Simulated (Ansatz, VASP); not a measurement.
Ta4C3 in VASP and in Ansatz

File INCAR:

```
PREC = Accurate
ENCUT = 520
EDIFF = 1E-6
ISMEAR = 0
SIGMA = 0.1
LREAL = F
LASPH = T
NELM = 80
ALGO = Normal
ISIF = 2
LWAVE = F
LCHARG = T
GGA = PS
LELF = T
LVHAR = T
NBANDS = 37
```

File KPOINTS:

```
Automatic mesh
0
Gamma
  4 4 4
```

File POSCAR:

```
Ta4C3
1.0
    4.4452810000      0.0000000000      0.0000000000
    0.0000000000      4.4452810000      0.0000000000
    0.0000000000      0.0000000000      4.4452810000
Ta C
4 3
Direct
    0.0000000000      0.5000000000      0.5000000000
    0.5000000000      0.0000000000      0.5000000000
    0.5000000000      0.5000000000      0.0000000000
    0.0000000000      0.0000000000      0.0000000000
    0.5000000000      0.0000000000      0.0000000000
    0.0000000000      0.5000000000      0.0000000000
    0.0000000000      0.0000000000      0.5000000000
```

Input for Ansatz:

```yaml
crystal:
  lattice:
    - [4.445281, 0.0, 0.0]
    - [0.0, 4.445281, 0.0]
    - [0.0, 0.0, 4.445281]
  atoms:
    - { symbol: Ta, position: [0.0, 0.5, 0.5] }
    - { symbol: Ta, position: [0.5, 0.0, 0.5] }
    - { symbol: Ta, position: [0.5, 0.5, 0.0] }
    - { symbol: Ta, position: [0.0, 0.0, 0.0] }
    - { symbol: C, position: [0.5, 0.0, 0.0] }
    - { symbol: C, position: [0.0, 0.5, 0.0] }
    - { symbol: C, position: [0.0, 0.0, 0.5] }
basis:
  ecutwfc: 420
kpoints:
  mp_grid: { grid: [4, 4, 4] }
hamiltonian:
  xc: pbesol
scf:
  occupations: { method: gaussian, width: 0.1 }
output:
  forces: true
  stress: true
  eigenvalues: true
```

Alike in both runs: task single point; functional PBEsol; k mesh 4 × 4 × 4; occupations gaussian, width 0.1 eV; no spin polarisation.

```csv
,VASP,Ansatz
version,VASP 6.6.1,Ansatz 0.2.0
potentials or method,"VASP PAW PBE potentials, release 64 (Ta_pv, C), cutoff 520 eV","scalar-relativistic, plane waves, PAW"
valence electrons in the cell,56,64
```

|  | VASP | Ansatz | Ansatz less VASP |
| --- | --- | --- | --- |
| gap on the k mesh at the Fermi level (eV) | none | none | - |
| pressure (GPa) | -7.9 | -8.5 | -0.59 |

VASP's potentials were made for PBE, not for PBEsol. A gap of «none» marks a metal or a gap that the smearing closes. The functional is the same, so the differences come from potentials, cutoffs and numerics. VASP's potentials hold 56 valence electrons a cell and Ansatz's 64, so a difference there can come from the potentials and not from the codes.

Spin-orbit coupling is off throughout.
